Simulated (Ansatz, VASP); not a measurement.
## One calculation of Be, two programs

Contents of INCAR:

```
ALGO = Normal ; EDIFF = 1E-6
ENCUT = 520 ; GGA = PE
ISIF = 2 ; ISMEAR = -1
LASPH = True ; LCHARG = False
LREAL = False ; LWAVE = False
NBANDS = 7 ; NELM = 60
PREC = Accurate ; SIGMA = 0.1
```

KPOINTS

```
k-points
0
Gamma
  16 16 16
```

Contents of POSCAR:

```
Be
1.0
    2.2014577097      0.0000000000      0.0000000000
    0.0000000000      2.2014577097      0.0000000000
    0.0000000000      0.0000000000      2.2014577097
Be
1
Direct
    0.0000000000      0.0000000000      0.0000000000
```

Input for Ansatz:

```yaml
crystal:
  lattice:
    - [2.2014577097, 0.0, 0.0]
    - [0.0, 2.2014577097, 0.0]
    - [0.0, 0.0, 2.2014577097]
  atoms:
    - { symbol: Be, position: [0.0, 0.0, 0.0] }
hamiltonian:
  xc: pbe
  pseudopotentials:
    kind: paw
    azcp:
      Be: "pseudopotentials/Be.paw.azcp"
basis:
  ecutwfc: 420
  fft_grid_basis: typed
kpoints:
  mp_grid: { grid: [16, 16, 16], shift: [0, 0, 0] }
magnetization:
  spin_polarized: false
scf:
  occupations: { method: fermi_dirac, width: 0.1 }
  lower_state_search: "off"
output:
  stress: true
```

Alike in both runs: task single point; functional PBE; k mesh 16 × 16 × 16; occupations fermi-dirac, width 0.1 eV; no spin polarisation.

```csv
,VASP,Ansatz
version,VASP 6.6.1,Ansatz 0.2.0
potentials or method,"VASP PAW PBE potentials, release 64 (Be), cutoff 520 eV","plane waves (420 eV) with PAW, scalar-relativistic"
valence electrons in the cell,2,2
```

|  | VASP | Ansatz | Ansatz less VASP |
| --- | --- | --- | --- |
| pressure (GPa) | -2.6 | -2.6 | -0.05 |
